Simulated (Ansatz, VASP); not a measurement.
Two plane-wave programs on WC3

The input INCAR:

```
SYSTEM = WC3
PREC = Accurate
ENCUT = 600
EDIFF = 1E-7
ISMEAR = 0
SIGMA = 0.1
LREAL = .False.
LASPH = .True.
NELM = 60
ALGO = Normal
ISIF = 3
LWAVE = .False.
LCHARG = .False.
GGA = PE
IBRION = 2
NSW = 90
EDIFFG = -0.04
```

File KPOINTS:

```
Automatic mesh
0
Gamma
  6 6 4
  0 0 0
```

File POSCAR:

```
WC3
1.0
    2.9674293300      0.0000000000      0.0000000000
   -1.4837146600      2.5698691800      0.0000000000
    0.0000000000      0.0000000000      6.5285262000
W C
1 3
Direct
    0.0000000000      0.0000000000      0.7357089400
    0.0000000000      0.0000000000      0.1806462600
    0.3333333300      0.6666666700      0.9124668000
    0.6666666700      0.3333333300      0.9124668000
```

Input for Ansatz:

```yaml
crystal:
  lattice:
    - [2.96742933, 0.0, 0.0]
    - [-1.48371466, 2.56986918, 0.0]
    - [0.0, 0.0, 6.5285262]
  atoms:
    - { symbol: W, position: [0.0, 0.0, 0.73570894] }
    - { symbol: C, position: [0.0, 0.0, 0.18064626] }
    - { symbol: C, position: [0.33333333, 0.66666667, 0.9124668] }
    - { symbol: C, position: [0.66666667, 0.33333333, 0.9124668] }
basis:
  ecutwfc: 420
kpoints:
  mp_grid: { grid: [6, 6, 4] }
hamiltonian:
  xc: pbe
scf:
  occupations: { method: gaussian, width: 0.1 }
  lower_state_search: "off"
output:
  forces: true
  stress: true
  eigenvalues: true
relax:
  adjacent_minimum: "off"
  f_tol: 0.04
  max_steps: 70
  cell: { stress_tol: 0.4 }
```

Alike in both runs: task relaxation of cell and atoms; functional PBE; k mesh 6 × 6 × 4; occupations gaussian, width 0.1 eV; no spin polarisation.

|  | VASP | Ansatz |
| --- | --- | --- |
| version | VASP 6.6.1 | Ansatz 0.2.0 |
| potentials or method | VASP PAW PBE potentials, release 64 (W_sv, C), cutoff 600 eV | scalar-relativistic, plane waves, PAW |
| valence electrons in the cell | 26 | 26 |

Ansatz gave:

| Quantity | Value |
| --- | --- |
| gap on the k mesh at the Fermi level, each at its own relaxed structure (eV) | none |
| relaxed volume (Å³/atom) | 14.19 |
| relaxed length of the cell vector where the two differ most in proportion (Å) | 10.134 |

**Question.** Which values does VASP return?

**Answer.** gap on the k mesh at the Fermi level, each at its own relaxed structure (eV): none; relaxed volume (Å³/atom): 12.76; relaxed length of the cell vector where the two differ most in proportion (Å): 9.061.

A gap of «none» marks a metal or a gap that the smearing closes. One of these differences is far larger than is usual between the two programs; its cause wasn't traced.

The k mesh is coarse, so the values compare programs but aren't converged. Spin-orbit coupling is off throughout.
